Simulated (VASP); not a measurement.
# PtS2 (P-3m1) in VASP: notebook

The runs below take PtS2 through single point, with r2SCAN-based global hybrid with 15 % exact exchange, r2SCAN-based global hybrid with 25 % exact exchange, PBE0, PBEsol, LDA.

Program: VASP 6.6.1. These are calculated values, not measurements. Logs are shortened: lines on timing, memory, paths and dates and some standing lists are left out, and cuts for length are marked.

## 1. The cell of the first run

It takes space group P-3m1 (No. 164, trigonal). The conventional cell has a = 3.543 Å, b = 3.543 Å, c = 5.039 Å, α = 90.00°, β = 90.00°, γ = 120.00°. Pt (site symmetry -3m) has 6 S at 2.34 Å within 3.1 Å. Within 3.1 Å of S (site symmetry 3m) lie 3 Pt at 2.34 Å and 3 S at 3.07 Å.

## 2. Single point, r2SCAN-based global hybrid with 15 % exact exchange

POSCAR reads:

```
PtS2
1.0
    3.5432000000      0.0000000000      0.0000000000
   -1.7716000000      3.0685012107      0.0000000000
    0.0000000000      0.0000000000      5.0388000000
Pt S
1 2
Direct
    0.0000000000      0.0000000000      0.0000000000
    0.6666666667      0.3333333333      0.7730000000
    0.3333333333      0.6666666667      0.2270000000
```

INCAR.step1 reads:

```
SYSTEM = PtS2
  PREC = Accurate
  ENCUT = 520
  EDIFF = 1E-5
  ISMEAR = -1
  SIGMA = 0.05
  LREAL = .FALSE.
  LASPH = .TRUE.
  NELM = 80
  ALGO = Normal
  ISIF = 2
  LWAVE = .TRUE.
  LCHARG = .FALSE.
  GGA = PE
  NBANDS = 18
```

INCAR.step2 reads:

```
SYSTEM = PtS2
  PREC = Accurate
  ENCUT = 520
  EDIFF = 1E-7
  ISMEAR = -1
  SIGMA = 0.05
  LREAL = .FALSE.
  LASPH = .TRUE.
  NELM = 80
  ALGO = Normal
  ISIF = 2
  LWAVE = .FALSE.
  LCHARG = .FALSE.
  METAGGA = R2SCAN
  LHFCALC = .TRUE.
  AEXX = 0.15
  LMIXTAU = .TRUE.
  PRECFOCK = Normal
  ISTART = 1
  NBANDS = 18
```

KPOINTS reads:

```
Automatic mesh
0
G
  5 5 3
  0 0 0
```

Potentials or basis: VASP PAW PBE potentials, release 64 (Pt, S).

On the command line:

```console
> cat potpaw_PBE.64/Pt/POTCAR potpaw_PBE.64/S/POTCAR > POTCAR
> cp INCAR.step1 INCAR
> mpirun -np 1 vasp_std > vasp.out
> cp INCAR.step2 INCAR
> mpirun -np 1 vasp_std > vasp.out
```

OUTCAR:

```text
SYSTEM = PtS2
   PREC = Accurate
   ENCUT = 520
   EDIFF = 1E-7
   ISMEAR = -1
   LREAL = .FALSE.
   LASPH = .TRUE.
   NELM = 80
   ISIF = 2
   METAGGA = R2SCAN
   LHFCALC = .TRUE.
   AEXX = 0.15
   PRECFOCK = Normal
   ISTART = 1

 ion  position               nearest neighbor table
   1  0.000  0.000  0.000-   2 2.34   3 2.34   2 2.34   3 2.34   2 2.34   3 2.34
   2  0.667  0.333  0.773-   1 2.34   1 2.34   1 2.34
   3  0.333  0.667  0.227-   1 2.34   1 2.34   1 2.34

  LATTYP: Found a hexagonal cell.
 ALAT       =     3.5432000000
 C/A-ratio  =     1.4221043125

  Lattice vectors:

 A1 = (   3.5432000000,   0.0000000000,   0.0000000000)
 A2 = (  -1.7716000000,   3.0685012107,   0.0000000000)
 A3 = (   0.0000000000,   0.0000000000,   5.0388000000)

Analysis of symmetry for initial positions (statically):
=====================================================================
 Subroutine PRICEL returns:
 Original cell was already a primitive cell.

 Routine SETGRP: Setting up the symmetry group for a
 hexagonal supercell.

 Subroutine GETGRP returns: Found 12 space group operations
 (whereof 12 operations were pure point group operations)
 out of a pool of 24 trial point group operations.

The static configuration has the point symmetry D_3d.

Analysis of symmetry for dynamics (positions and initial velocities):
=====================================================================
 Subroutine PRICEL returns:
 Original cell was already a primitive cell.

 Routine SETGRP: Setting up the symmetry group for a
 hexagonal supercell.

 Subroutine GETGRP returns: Found 12 space group operations
 (whereof 12 operations were pure point group operations)
 out of a pool of 24 trial point group operations.

The dynamic configuration has the point symmetry D_3d.

 Subroutine INISYM returns: Found 12 space group operations
 (whereof 12 operations are pure point group operations),
 and found     1 'primitive' translations

----------------------------------------------------------------------------------------

                                     Primitive cell

  volume of cell :      54.7834

  direct lattice vectors                    reciprocal lattice vectors
     3.543200000  0.000000000  0.000000000     0.282230752  0.162946001  0.000000000
    -1.771600000  3.068501211  0.000000000     0.000000000  0.325892001  0.000000000
     0.000000000  0.000000000  5.038800000     0.000000000  0.000000000  0.198459951

  length of vectors
     3.543200000  3.543200000  5.038800000     0.325892001  0.325892001  0.198459951

  position of ions in fractional coordinates (direct lattice)
     0.000000000  0.000000000  0.000000000
     0.666666667  0.333333333  0.773000000
     0.333333333  0.666666667  0.227000000

  ion indices of the primitive-cell ions
   primitive index   ion index
                 1           1
                 2           2
                 3           3

----------------------------------------------------------------------------------------

 KPOINTS: Automatic mesh

Automatic generation of k-mesh.
 Grid dimensions read from file:
 generate k-points for:    5    5    3

 Generating k-lattice:

  Cartesian coordinates                     Fractional coordinates (reciprocal lattice)
     0.056446150  0.032589200  0.000000000     0.200000000 -0.000000000  0.000000000
     0.000000000  0.065178400  0.000000000     0.000000000  0.200000000  0.000000000
     0.000000000  0.000000000  0.066153317     0.000000000  0.000000000  0.333333333

  Length of vectors
     0.065178400  0.065178400  0.066153317

  Shift w.r.t. Gamma in fractional coordinates (k-lattice)
     0.000000000  0.000000000  0.000000000

 Subroutine IBZKPT returns following result:
 ===========================================

 Found     12 irreducible k-points:

 Following reciprocal coordinates:
            Coordinates               Weight
  0.000000  0.000000  0.000000      1.000000
  0.200000  0.000000  0.000000      6.000000
  0.400000  0.000000  0.000000      6.000000
  0.200000  0.200000  0.000000      6.000000
  0.400000  0.200000  0.000000      6.000000
  0.000000  0.000000  0.333333      2.000000
  0.200000  0.000000  0.333333      6.000000
  0.000000  0.200000  0.333333      6.000000
  0.400000  0.000000  0.333333      6.000000
  0.000000  0.400000  0.333333      6.000000
  0.200000  0.200000  0.333333     12.000000
  0.400000  0.200000  0.333333     12.000000
   k-points           NKPTS =     12   k-points in BZ     NKDIM =     75   number of bands    NBANDS=     18
   number of dos      NEDOS =    301   number of ions     NIONS =      3
   total plane-waves  NPLWV =  31360
   dimension x,y,z NGX =    28 NGY =   28 NGZ =   40
   dimension x,y,z NGXF=    56 NGYF=   56 NGZF=   80
   ions per type =               1   2
   NGX,Y,Z   is equivalent  to a cutoff of  13.14, 13.14, 13.20 a.u.
   NGXF,Y,Z  is equivalent  to a cutoff of  26.28, 26.28, 26.39 a.u.
 SYSTEM =  PtS2
   PREC   = accura    normal or accurate (medium, high low for compatibility)
   ISTART =      1    job   : 0-new  1-cont  2-samecut
   ICHARG =      0    charge: 1-file 2-atom 10-const
   ISPIN  =      1    spin polarized calculation?
   LNONCOLLINEAR =      F non collinear calculations
   LSORBIT =      F    spin-orbit coupling
   LASPH  =      T    aspherical Exc in radial PAW
   ENCUT  =  520.0 eV  38.22 Ry    6.18 a.u.   6.59  6.59  9.37*2*pi/ulx,y,z
   NELM   =     80;   NELMIN=  2; NELMDL=  0     # of ELM steps
   EDIFF  = 0.1E-06   stopping-criterion for ELM
   LREAL  =      F    real-space projection
   EDIFFG = 0.1E-05   stopping-criterion for IOM
   NSW    =      0    number of steps for IOM
   IBRION =     -1    ionic relax: 0-MD 1-quasi-New 2-CG
   NFREE  =      0    steps in history (QN), initial steepest desc. (CG)
   ISIF   =      2    stress and relaxation
   ISYM   =      3    0-nonsym 1-usesym 2-fastsym
   POTIM  = 0.5000    time-step for ionic-motion
   TEBEG  =    0.0;   TEEND  =   0.0 temperature during run
   PSTRESS=    0.0 pullay stress
   NELECT =      22.0000    total number of electrons
   NUPDOWN=      -1.0000    fix difference up-down
   EMIN   =  10.00;   EMAX   =-10.00  energy-range for DOS
   EFERMI =   0.00;   METHOD = LEGACY
   ISMEAR =    -1;   SIGMA  =   0.05  broadening in eV -4-tet -1-fermi 0-gaus
   EFERMI_NEDOS =   21; number of points for ismear=-14 and -15
   IALGO  =     38    algorithm
   IMIX   =      1    mixing-type and parameters
     AMIX     =   0.40;   BMIX     =  1.00
     AMIX_MAG =   1.60;   BMIX_MAG =  1.00
  volume/ion in A,a.u.               =      18.26       123.23
  Fermi-wavevector in a.u.,A,eV,Ry     =   1.207812  2.282434 19.848315  1.458810
  Thomas-Fermi vector in A             =   2.343439
   LORBIT       =      0    0 simple, 1 ext, 2 COOP (PROOUT), +10 PAW based schemes
   METAGGA = R2SCAN    functional components
   LHFCALC =     T    Hartree Fock is set to
   PRECFOCK=normal    Normal, Fast or Accurate (Low or Medium for compatibility)
   ENCUT4O =  -1.0   cutoff for four orbital integrals eV
   NKREDX  =     1    reduce k-point grid by
   NKREDY  =     1    reduce k-point grid by
   NKREDZ  =     1    reduce k-point grid by
   AEXX    =    0.1500 exact exchange contribution
   HFSCREEN=    0.0000 screening length (either q_TF or 0.3 A-1)
   HFSCREENC=   0.0000 screening length for correlation (either q_TF or 0.3 A-1)
   ENCUTFOCK=  -1.0 apply spherical cutoff to Coloumb kernel
   IVDW    =     0    specifies the selected vdW correction
   LEPSILON=     F    determine dielectric tensor
   LRPA    =     F    only Hartree local field effects (RPA)
 non-spin polarized calculation
  energy-cutoff  :      520.00
  volume of cell :       54.78
 maximum number of plane-waves:      1507
 NGX is ok and might be reduce to    28
  NGX = 20; NGY = 20; NGZ = 30

 number of electron      22.0000001 magnetization

 Free energy of the ion-electron system (eV)
  ---------------------------------------------------
  ext. energy  EPLUGINS =         0.00000000
  ---------------------------------------------------
  free energy    TOTEN  =       -63.90585893 eV

  energy without entropy =      -63.90585893  energy(sigma->0) =      -63.90585893

 E-fermi :   7.0339     XC(G=0):  -9.7848

 val. band max:        6.0258882274   @ k =   0.0000   0.0000   0.0000
 cond. band min:       8.2172344162   @ k =   0.2000   0.2000   0.0000
 fundamental gap:      2.1913461888
 Fermi energy:         7.0339425012

 k-point     1 :       0.0000    0.0000    0.0000
  band No.  band energies     occupation
      1     -11.0032      2.00000
      2      -7.4728      2.00000
      3      -1.6638      2.00000
      4      -1.6638      2.00000
      5      -1.6581      2.00000
      6       1.4036      2.00000
[... 10 lines left out ...]
     17      15.4466      0.00000
     18      19.8645      0.00000

 k-point     2 :       0.2000    0.0000    0.0000
  band No.  band energies     occupation
      1     -10.4402      2.00000
      2      -7.8105      2.00000
      3      -1.3268      2.00000
      4      -1.2821      2.00000
      5      -1.0302      2.00000
      6       0.6923      2.00000
[... 10 lines left out ...]
     17      16.8744      0.00000
     18      17.2691      0.00000

 k-point     3 :       0.4000    0.0000    0.0000
  band No.  band energies     occupation
      1      -9.1954      2.00000
      2      -8.3520      2.00000
      3      -1.8979      2.00000
      4      -0.7569      2.00000
      5       0.0249      2.00000
      6       0.6279      2.00000
[... 10 lines left out ...]
     17      16.0417      0.00000
     18      18.1217      0.00000

 k-point     4 :       0.2000    0.2000    0.0000
  band No.  band energies     occupation
      1      -9.5115      2.00000
      2      -8.2098      2.00000
      3      -1.0551      2.00000
      4      -0.8846      2.00000
      5      -0.5135      2.00000
      6       0.1934      2.00000
[... 123 lines left out ...]
      4      -0.8444      2.00000
      5      -0.4225      2.00000
      6       0.9606      2.00000
[... 10 lines left out ...]
     17      17.4456      0.00000
     18      18.3304      0.00000

 k-point    11 :       0.2000    0.2000    0.3333
  band No.  band energies     occupation
      1      -9.3319      2.00000
      2      -8.4088      2.00000
      3      -1.3678      2.00000
      4      -1.2062      2.00000
      5      -0.2683      2.00000
      6       0.4959      2.00000
[... 10 lines left out ...]
     17      16.5778      0.00000
     18      17.8022      0.00000

 k-point    12 :       0.4000    0.2000    0.3333
  band No.  band energies     occupation
      1      -8.6937      2.00000
      2      -8.4461      2.00000
      3      -1.9588      2.00000
      4      -1.0001      2.00000
      5      -0.1010      2.00000
      6       0.7899      2.00000
[... 10 lines left out ...]
     17      16.8422      0.00000
     18      17.6805      0.00000

------------------------ aborting loop because EDIFF is reached ----------------------------------------

  FORCE on cell =-STRESS in cart. coord.  units (eV):
  Direction    XX          YY          ZZ          XY          YZ          ZX
  --------------------------------------------------------------------------------------
  -------------------------------------------------------------------------------------
  Total        2.1829095      2.1829095      2.6977628      0.0000000      0.0000000      0.0000000
  in kB       63.8406398     63.8406398     78.8978673      0.0000000      0.0000000      0.0000000
  external PRESSURE =      68.8597156 kB  Pullay stress =       0.0000000 kB

 VOLUME and BASIS-vectors are now :
 -----------------------------------------------------------------------------
  energy-cutoff  :      520.00
  volume of cell :       54.78
      direct lattice vectors                 reciprocal lattice vectors
     3.543200000  0.000000000  0.000000000     0.282230752  0.162946001  0.000000000
    -1.771600000  3.068501211  0.000000000     0.000000000  0.325892001  0.000000000
     0.000000000  0.000000000  5.038800000     0.000000000  0.000000000  0.198459951

 POSITION                                       TOTAL-FORCE (eV/Angst)
 -----------------------------------------------------------------------------------
      0.00000      0.00000      0.00000         0.000000      0.000000      0.000000
      1.77160      1.02283      3.89499        -0.000000      0.000000     -1.025810
     -0.00000      2.04567      1.14381         0.000000     -0.000000      1.025810
 -----------------------------------------------------------------------------------
    total drift:                                0.000000      0.000000      0.000000

  FREE ENERGIE OF THE ION-ELECTRON SYSTEM (eV)
  ---------------------------------------------------
  free  energy   TOTEN  =       -63.9058589335 eV

  energy  without entropy=      -63.9058589335  energy(sigma->0) =      -63.90585893
```

Wall time 21 min (1 thread of Intel Xeon Platinum 8259CL at 2.50GHz (Skylake/Cascade Lake), shared host); peak memory 0.2 GiB.

What came out:

- Free energy: -63.9059 eV
- Pressure: 6.9 GPa
- Largest force: 1.026 eV/Å
- Band gap on the k mesh: 2.19 eV (least direct gap 2.42 eV)

Forces on the atoms (eV/Å):
```
Pt   0.000  0.000  0.000
S    0.000  0.000 -1.026
S    0.000  0.000  1.026
```

Levels at points of the mesh, in eV from the valence-band top:
```tsv
k point	band 9	band 10	band 11	band 12	band 13	band 14
(0.00, 0.00, 0.00)	-1.17	-1.17	0.00	3.49	3.49	6.07
```

Caveat: the cell stands under pressure; the PAW data sets were made with another functional, which shifts forces and pressure a little; spin-orbit coupling is left out, which moves the levels of the heavy elements; an odd mesh through Γ misses points on the zone boundary, where band edges can lie.

## 3. Single point, r2SCAN-based global hybrid with 25 % exact exchange

POSCAR is that of step 2.

INCAR.step1 reads:

```
ALGO = Normal
EDIFF = 1E-5
ENCUT = 520
GGA = PE
ISIF = 2
ISMEAR = -1
LASPH = True
LREAL = False
LWAVE = True
NBANDS = 18
NELM = 80
PREC = Accurate
SIGMA = 0.05
```

INCAR.step2 reads:

```
AEXX = 0.25
ALGO = Normal
EDIFF = 1E-6
ENCUT = 520
ISIF = 2
ISMEAR = -1
ISTART = 1
LASPH = True
LCHARG = True
LELF = True
LHFCALC = True
LMIXTAU = True
LREAL = False
LVHAR = True
LWAVE = False
METAGGA = R2SCAN
NBANDS = 18
NELM = 80
PREC = Accurate
PRECFOCK = Normal
SIGMA = 0.05
```

KPOINTS reads:

```
k-points
0
Gamma
  5 5 3
```

Potentials or basis: VASP PAW PBE potentials, release 64 (Pt, S).

On the command line:

```console
> cat potpaw_PBE.64/Pt/POTCAR potpaw_PBE.64/S/POTCAR > POTCAR
> cp INCAR.step1 INCAR
> mpirun -np 1 vasp_std > vasp.out
> cp INCAR.step2 INCAR
> mpirun -np 1 vasp_std > vasp.out
```

OUTCAR:

```text
AEXX = 0.25
   EDIFF = 1E-6
   ENCUT = 520
   ISIF = 2
   ISMEAR = -1
   ISTART = 1
   LASPH = True
   LHFCALC = True
   LREAL = False
   METAGGA = R2SCAN
   NELM = 80
   PREC = Accurate
   PRECFOCK = Normal

 ion  position               nearest neighbor table
   1  0.000  0.000  0.000-   2 2.34   3 2.34   2 2.34   3 2.34   2 2.34   3 2.34
   2  0.667  0.333  0.773-   1 2.34   1 2.34   1 2.34
   3  0.333  0.667  0.227-   1 2.34   1 2.34   1 2.34

  LATTYP: Found a hexagonal cell.
 ALAT       =     3.5432000000
[... 439 lines left out ...]

  FORCE on cell =-STRESS in cart. coord.  units (eV):
  Direction    XX          YY          ZZ          XY          YZ          ZX
  --------------------------------------------------------------------------------------
  -------------------------------------------------------------------------------------
  Total        1.5357124      1.5357124      2.4272069      0.0000000      0.0000000      0.0000000
  in kB       44.9129299     44.9129299     70.9852797      0.0000000      0.0000000      0.0000000
  external PRESSURE =      53.6037131 kB  Pullay stress =       0.0000000 kB

 VOLUME and BASIS-vectors are now :
 -----------------------------------------------------------------------------
  energy-cutoff  :      520.00
  volume of cell :       54.78
      direct lattice vectors                 reciprocal lattice vectors
     3.543200000  0.000000000  0.000000000     0.282230752  0.162946001  0.000000000
    -1.771600000  3.068501211  0.000000000     0.000000000  0.325892001  0.000000000
     0.000000000  0.000000000  5.038800000     0.000000000  0.000000000  0.198459951

 POSITION                                       TOTAL-FORCE (eV/Angst)
 -----------------------------------------------------------------------------------
      0.00000      0.00000      0.00000        -0.000000      0.000000     -0.000000
      1.77160      1.02283      3.89499        -0.000000     -0.000000     -0.892536
     -0.00000      2.04567      1.14381         0.000000      0.000000      0.892536
 -----------------------------------------------------------------------------------
    total drift:                                0.000000      0.000000      0.000000

  FREE ENERGIE OF THE ION-ELECTRON SYSTEM (eV)
  ---------------------------------------------------
  free  energy   TOTEN  =       -60.7116326001 eV

  energy  without entropy=      -60.7116326000  energy(sigma->0) =      -60.71163260
```

OUTCAR.step1:

```text
EDIFF = 1E-5
   ENCUT = 520
   GGA = PE
   ISIF = 2
[... 464 lines left out ...]
      0.00000      0.00000      0.00000         0.000000      0.000000      0.000000
      1.77160      1.02283      3.89499        -0.000000     -0.000000     -1.234199
     -0.00000      2.04567      1.14381        -0.000000      0.000000      1.234199
 -----------------------------------------------------------------------------------
    total drift:                                0.000000     -0.000000      0.000000

  FREE ENERGIE OF THE ION-ELECTRON SYSTEM (eV)
  ---------------------------------------------------
  free  energy   TOTEN  =       -15.2752124065 eV

  energy  without entropy=      -15.2752119720  energy(sigma->0) =      -15.27521219
```

Run time: 19 min. Hardware: 1 thread of Intel Xeon Platinum 8259CL at 2.50GHz (Skylake/Cascade Lake), shared host; peak memory 0.2 GiB.

What came out:

| Item | Value |
| --- | --- |
| Free energy | -60.7116 eV |
| Pressure | 5.4 GPa |
| Largest force | 0.893 eV/Å |
| Band gap on the k mesh | 2.69 eV (least direct gap 3.00 eV) |

Forces in eV/Å, atoms in the order of the input:
```
Pt   0.000  0.000  0.000
S    0.000  0.000 -0.893
S    0.000  0.000  0.893
```

Levels at points of the mesh, in eV from the valence-band top:
| k point | band 7 | band 8 | band 9 | band 10 | band 11 | band 12 | band 13 | band 14 | band 15 | band 16 |
| --- | --- | --- | --- | --- | --- | --- | --- | --- | --- | --- |
| (0.00, 0.00, 0.00) | -4.99 | -2.48 | -1.22 | -1.22 | 0.00 | 4.01 | 4.01 | 6.57 | 7.90 | 10.05 |

Caveat: the cell stands under pressure; the PAW data sets were made with another functional, which shifts forces and pressure a little; spin-orbit coupling is left out, which moves the levels of the heavy elements; an odd mesh through Γ misses points on the zone boundary, where band edges can lie.

(Part 1 of 2 ends here.)
